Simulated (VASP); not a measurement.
Runs of VASP 6.6.1 on Lu. The structure is that of space group Fd-3m (No. 227), or close to it. The cells are those of the table. This isn't the form of Lu at room conditions, which is hcp.

| cell | gap on the mesh (eV) | pressure (GPa) |
| --- | --- | --- |
| a = 4.505 Å, angles 60.0°, 2 atoms | none | (b) |
| a = 3.852 Å, angles 60.0°, 2 atoms | none | 31.5 |
| a = 4.685 Å, angles 60.0°, 2 atoms | none | 0.8 |
| a = 4.309 Å, angles 60.0°, 2 atoms | none | (a) |
| a = 4.093 Å, angles 60.0°, 2 atoms | none | 14.6 |
| a = 4.853 Å, angles 60.0°, 2 atoms | none | 0.0 |

Alike in all rows: task single point; level LDA; potentials or basis VASP PAW PBE potentials, release 64 (Lu); no spin polarisation; k mesh 12 × 12 × 12; cutoff (eV) 520; smearing fermi-dirac 0.05 eV.

Problem. Estimate the missing entries.

Solution. (a) 6.9; (b) 2.3.

Caveats: the PAW data sets were made with another functional, which shifts forces and pressure a little; spin-orbit coupling is left out, which moves the levels of the heavy elements; the cell stands under pressure (at least some runs).

A k mesh can miss the band edges, and the runs leave out spin-orbit coupling on Lu.

A gap of «none» marks levels without a gap at the run's occupations.
